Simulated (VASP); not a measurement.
# Cs11Br12 (a cell with a defect) in VASP: single point with PBE

Aim: the single point of Cs11Br12 (a cell with a defect) with PBE.

Program: VASP 6.6.1. These are calculated values, not measurements. Logs are shortened: lines on timing, memory, paths and dates and some standing lists are left out, and cuts for length are marked.

## 1. The cell of the first run

The cell holds a defect, 23 atoms: a = 10.752 Å, b = 10.752 Å, c = 10.752 Å, α = 80.41°, β = 70.53°, γ = 60.00°.

## 2. Single point, PBE (atoms taken out, then relaxed in part)

The input, INCAR:

```
SYSTEM = Cs11Br12
PREC     = Accurate       ! precision mode
ENCUT    = 400            ! plane-wave cutoff, eV
EDIFF    = 1E-6           ! SCF threshold, eV
ISMEAR   = 0              ! smearing method
SIGMA    = 0.05           ! smearing width, eV
LREAL    = .FALSE.        ! projectors in reciprocal space
LASPH    = .TRUE.         ! aspherical terms in the spheres
NELM     = 120            ! most SCF steps
ALGO     = Normal         ! electronic algorithm
ISIF     = 2              ! what is computed and relaxed
LWAVE    = .FALSE.        ! write WAVECAR
LCHARG   = .FALSE.        ! write CHGCAR
GGA      = PE             ! functional
NBANDS   = 108            ! bands
NELECT   = 184.0        
GGA_COMPAT= .FALSE.
```

The input, KPOINTS:

```
Automatic mesh
0
G
  2 2 2
  0 0 0
```

The input, POSCAR:

```
Cs11Br12
1.0
    8.7786203480      4.3893101740      4.3893101740
    4.3893101740     -4.3893101740      8.7786203480
    8.7786203480     -4.3893101740     -4.3893101740
Cs Br
11 12
Direct
    0.7311660702      0.0000000000      0.7387215695
    0.8344944024      0.3310111952      0.5000000000
    0.5778295805      0.3093076974      0.2664255419
    0.6735213991      0.6529572018      0.0000000000
    0.0000000000      0.0000000000      0.0000000000
    0.1128627221      0.3093076974      0.7335744581
    0.1655055976      0.6689888048      0.5000000000
    0.8871372779      0.6906923026      0.2664255419
    0.2688339298      0.0000000000      0.2612784305
    0.3264786009      0.3470427982      0.0000000000
    0.4221704195      0.6906923026      0.7335744581
    0.3691134422      0.0000000000      0.8921649595
    0.6308865578      0.0000000000      0.1078350405
    0.7088992817      0.3317376280      0.8749597038
    0.4561067892      0.3480649639      0.6306614815
    0.5438932108      0.6519350361      0.3693385185
    0.8905778650      0.0000000000      0.3700057528
    0.9593630903      0.3317376280      0.1250402962
    0.0406369097      0.6682623720      0.8749597038
    0.8041717531      0.6519350361      0.6306614815
    0.1094221350      0.0000000000      0.6299942472
    0.1958282469      0.3480649639      0.3693385185
    0.2911007183      0.6682623720      0.1250402962
```

Potentials or basis: VASP PAW PBE potentials, release 64 (Cs_sv, Br).

Launch:

```console
> cat potpaw_PBE.64/Cs_sv/POTCAR potpaw_PBE.64/Br/POTCAR > POTCAR
> mpirun -np 1 vasp_std > vasp.out
```

OUTCAR:

```text
SYSTEM = Cs11Br12
   PREC = Accurate
   ENCUT = 400
   EDIFF = 1E-6
   ISMEAR = 0
   LREAL = .FALSE.
   LASPH = .TRUE.
   NELM = 120
   ISIF = 2
   GGA = PE
   NELECT = 184.0

 ion  position               nearest neighbor table
   1  0.731  0.000  0.739-
   2  0.834  0.331  0.500-
   3  0.578  0.309  0.266-
   4  0.674  0.653  0.000-
   5  0.000  0.000  0.000-
   6  0.113  0.309  0.734-
[... 15 lines left out ...]
  22  0.196  0.348  0.369-
  23  0.291  0.668  0.125-

  LATTYP: Found a base centered monoclinic cell.
 ALAT       =    10.7515702491
 B/A-ratio  =     1.7320508076
 C/A-ratio  =     1.0000000000
 COS(beta)  =    -0.3333333333

  Lattice vectors:

 A1 = (  -4.3893101740,  -8.7786203480,   4.3893101740)
 A2 = (  -4.3893101740,   4.3893101740,  -8.7786203480)
 A3 = (   8.7786203480,  -4.3893101740,  -4.3893101740)

Analysis of symmetry for initial positions (statically):
=====================================================================
 Subroutine PRICEL returns:
 Original cell was already a primitive cell.

 Routine SETGRP: Setting up the symmetry group for a
 base centered monoclinic supercell.

 Subroutine GETGRP returns: Found  4 space group operations
 (whereof  4 operations were pure point group operations)
 out of a pool of  4 trial point group operations.

The static configuration has the point symmetry C_2h.

Analysis of symmetry for dynamics (positions and initial velocities):
=====================================================================
 Subroutine PRICEL returns:
 Original cell was already a primitive cell.

 Routine SETGRP: Setting up the symmetry group for a
 base centered monoclinic supercell.

 Subroutine GETGRP returns: Found  4 space group operations
 (whereof  4 operations were pure point group operations)
 out of a pool of  4 trial point group operations.

The dynamic configuration has the point symmetry C_2h.

 Subroutine INISYM returns: Found  4 space group operations
 (whereof  4 operations are pure point group operations),
 and found     1 'primitive' translations

----------------------------------------------------------------------------------------

                                     Primitive cell

[... 113 lines left out ...]
   EDIFF  = 0.1E-05   stopping-criterion for ELM
   LREAL  =      F    real-space projection
   EDIFFG = 0.1E-04   stopping-criterion for IOM
   NSW    =      0    number of steps for IOM
   IBRION =     -1    ionic relax: 0-MD 1-quasi-New 2-CG
   NFREE  =      0    steps in history (QN), initial steepest desc. (CG)
   ISIF   =      2    stress and relaxation
   ISYM   =      2    0-nonsym 1-usesym 2-fastsym
   POTIM  = 0.5000    time-step for ionic-motion
   TEBEG  =    0.0;   TEEND  =   0.0 temperature during run
   PSTRESS=    0.0 pullay stress
   NELECT =     184.0000    total number of electrons
   NUPDOWN=      -1.0000    fix difference up-down
   EMIN   =  10.00;   EMAX   =-10.00  energy-range for DOS
   EFERMI =   0.00;   METHOD = LEGACY
   ISMEAR =     0;   SIGMA  =   0.05  broadening in eV -4-tet -1-fermi 0-gaus
   EFERMI_NEDOS =   21; number of points for ismear=-14 and -15
   IALGO  =     38    algorithm
   IMIX   =      4    mixing-type and parameters
     AMIX     =   0.40;   BMIX     =  1.00
     AMIX_MAG =   1.60;   BMIX_MAG =  1.00
  volume/ion in A,a.u.               =      44.12       297.74
  Fermi-wavevector in a.u.,A,eV,Ry     =   0.926597  1.751014 11.681710  0.858581
  Thomas-Fermi vector in A             =   2.052576
   LORBIT       =      0    0 simple, 1 ext, 2 COOP (PROOUT), +10 PAW based schemes
   GGA     = PE    functional components
   LHFCALC =     F    Hartree Fock is set to
   AEXX    =    0.0000 exact exchange contribution
   IVDW    =     0    specifies the selected vdW correction
   LEPSILON=     F    determine dielectric tensor
   LRPA    =     F    only Hartree local field effects (RPA)
 non-spin polarized calculation
 Gauss-broadening in eV      SIGMA  =   0.05
  energy-cutoff  :      400.00
  volume of cell :     1014.78
 maximum number of plane-waves:     18567
   NGX = 35   NGY = 35   NGZ = 35

 number of electron     184.0000011 magnetization

 Free energy of the ion-electron system (eV)
  ---------------------------------------------------
  ext. energy  EPLUGINS =         0.00000000
  ---------------------------------------------------
  free energy    TOTEN  =       -68.28143967 eV

  energy without entropy =      -68.28143967  energy(sigma->0) =      -68.28143967

 E-fermi :  -0.6336     XC(G=0):  -7.5336

 val. band max:       -0.8648009561   @ k =   0.5000  -0.0000   0.5000
 cond. band min:       3.3400828986   @ k =   0.0000   0.0000   0.0000
 fundamental gap:      4.2048838547
 Fermi energy:        -0.6336211213

 k-point     1 :       0.0000    0.0000    0.0000
  band No.  band energies     occupation
      1     -20.8330      2.00000
      2     -20.8078      2.00000
      3     -20.8077      2.00000
      4     -20.8068      2.00000
      5     -20.7901      2.00000
      6     -20.7805      2.00000
[... 631 lines left out ...]
    103       5.1225      0.00000
    104       5.1486      0.00000
 [bands above 104 left out]

------------------------ aborting loop because EDIFF is reached ----------------------------------------

  FORCE on cell =-STRESS in cart. coord.  units (eV):
  Direction    XX          YY          ZZ          XY          YZ          ZX
  --------------------------------------------------------------------------------------
  -------------------------------------------------------------------------------------
  Total        4.7135360      4.6569555      4.6569555      0.0269141     -0.0084544      0.0269140
  in kB        7.4419603      7.3526283      7.3526283      0.0424933     -0.0133483      0.0424931
  external PRESSURE =       7.3824057 kB  Pullay stress =       0.0000000 kB

 VOLUME and BASIS-vectors are now :
 -----------------------------------------------------------------------------
  energy-cutoff  :      400.00
  volume of cell :     1014.78
      direct lattice vectors                 reciprocal lattice vectors
     8.778620348  4.389310174  4.389310174     0.056956558  0.094927597  0.018985519
     4.389310174 -4.389310174  8.778620348     0.000000000 -0.075942077  0.075942077
     8.778620348 -4.389310174 -4.389310174     0.056956558 -0.056956558 -0.056956558

 POSITION                                       TOTAL-FORCE (eV/Angst)
 -----------------------------------------------------------------------------------
     12.90359     -0.03316     -0.03316        -0.014096      0.006055      0.006055
     13.16793      0.01529      4.37402        -0.000000     -0.006427      0.006427
      8.76904      0.00920      4.08214        -0.004982      0.002187      0.000101
      8.77862      0.09026      8.68836        -0.000000      0.013174     -0.013174
      0.00000      0.00000      0.00000        -0.000000      0.000000      0.000000
      8.78820     -4.08214     -0.00920         0.004982     -0.000101     -0.002187
[... 15 lines left out ...]
      6.48915     -2.28936      2.29394         0.005005     -0.001614      0.003005
      6.58635     -2.20432      6.59531        -0.003179      0.011586     -0.006003
 -----------------------------------------------------------------------------------
    total drift:                                0.000000     -0.000000      0.000000

  FREE ENERGIE OF THE ION-ELECTRON SYSTEM (eV)
  ---------------------------------------------------
  free  energy   TOTEN  =       -68.2814396719 eV

  energy  without entropy=      -68.2814396719  energy(sigma->0) =      -68.28143967
```

OSZICAR:

```text
N       E                     dE             d eps       ncg     rms          rms(c)
DAV:   1     0.129859266804E+04    0.12986E+04   -0.64418E+04  1296   0.115E+03
DAV:   2     0.697186667854E+02   -0.12289E+04   -0.12083E+04  1696   0.226E+02
DAV:   3    -0.694450127318E+02   -0.13916E+03   -0.13893E+03  1440   0.881E+01
DAV:   4    -0.719748182577E+02   -0.25298E+01   -0.25253E+01  1528   0.140E+01
DAV:   5    -0.720210912659E+02   -0.46273E-01   -0.46229E-01  1520   0.174E+00    0.643E+00
DAV:   6    -0.686865721179E+02    0.33345E+01   -0.64750E+00  1456   0.407E+00    0.398E+00
DAV:   7    -0.682147366611E+02    0.47184E+00   -0.28675E+00  1680   0.280E+00    0.229E+00
DAV:   8    -0.682631619643E+02   -0.48425E-01   -0.14931E-01  1456   0.109E+00    0.423E-01
DAV:   9    -0.682730404711E+02   -0.98785E-02   -0.57983E-02  1608   0.464E-01    0.273E-01
DAV:  10    -0.682799422894E+02   -0.69018E-02   -0.61815E-03  1448   0.221E-01    0.666E-02
DAV:  11    -0.682811667486E+02   -0.12245E-02   -0.10859E-03  1496   0.789E-02    0.340E-02
DAV:  12    -0.682814370505E+02   -0.27030E-03   -0.33097E-04  1464   0.474E-02    0.138E-02
DAV:  13    -0.682814389981E+02   -0.19476E-05   -0.74656E-05  1568   0.216E-02    0.101E-02
DAV:  14    -0.682814396719E+02   -0.67375E-06   -0.59439E-06  1512   0.605E-03
   1 F= -.68281440E+02 E0= -.68281440E+02  d E =-.488013E-11
```

It took 22 min on 1 thread of Oxide Virtual Turin-like, shared host; peak memory 0.8 GiB.

Results:

- Free energy: -68.2814 eV
- Largest force: 0.019 eV/Å

Forces on the atoms (eV/Å):
```
Cs  -0.014  0.006  0.006
Cs   0.000 -0.006  0.006
Cs  -0.005  0.002  0.000
Cs   0.000  0.013 -0.013
Cs   0.000  0.000  0.000
Cs   0.005  0.000 -0.002
Cs   0.000  0.006 -0.006
Cs  -0.005  0.000  0.002
Cs   0.014 -0.006 -0.006
Cs   0.000 -0.013  0.013
Cs   0.005 -0.002  0.000
Br  -0.011  0.010  0.010
Br   0.011 -0.010 -0.010
Br   0.003 -0.012  0.006
Br  -0.005 -0.003  0.002
Br   0.005  0.003 -0.002
Br  -0.012 -0.007 -0.007
Br  -0.003 -0.006  0.012
Br   0.003  0.006 -0.012
Br  -0.005  0.002 -0.003
Br   0.012  0.007  0.007
Br   0.005 -0.002  0.003
Br  -0.003  0.012 -0.006
```

Levels at points of the mesh, in eV from the Fermi level:
| k point | band 90 | band 91 | band 92 | band 93 | band 94 | band 95 |
| --- | --- | --- | --- | --- | --- | --- |
| (0.00, 0.00, 0.00) | -0.28 | -0.28 | -0.28 | 3.97 | 4.78 | 4.84 |
| (0.50, 0.00, 0.00) | -0.35 | -0.33 | -0.32 | 5.01 | 5.03 | 5.16 |
| (0.00, 0.50, 0.00) | -0.33 | -0.31 | -0.23 | 4.92 | 4.93 | 4.95 |
| (0.00, 0.00, 0.50) | -0.34 | -0.31 | -0.28 | 4.83 | 4.84 | 5.24 |
| (0.50, 0.00, 0.50) | -0.35 | -0.35 | -0.23 | 4.94 | 5.21 | 5.24 |
| (0.00, 0.50, 0.50) | -0.35 | -0.35 | -0.32 | 5.28 | 5.29 | 5.32 |

Caveat: the cell carries a net charge on a neutralising background, which shifts energy and pressure; the cell differs from its parent crystal (atoms taken out, then relaxed in part); the cell is charged against a uniform background, so pressure and absolute levels hang on convention; spin-orbit coupling is left out, which moves the levels of the heavy elements.
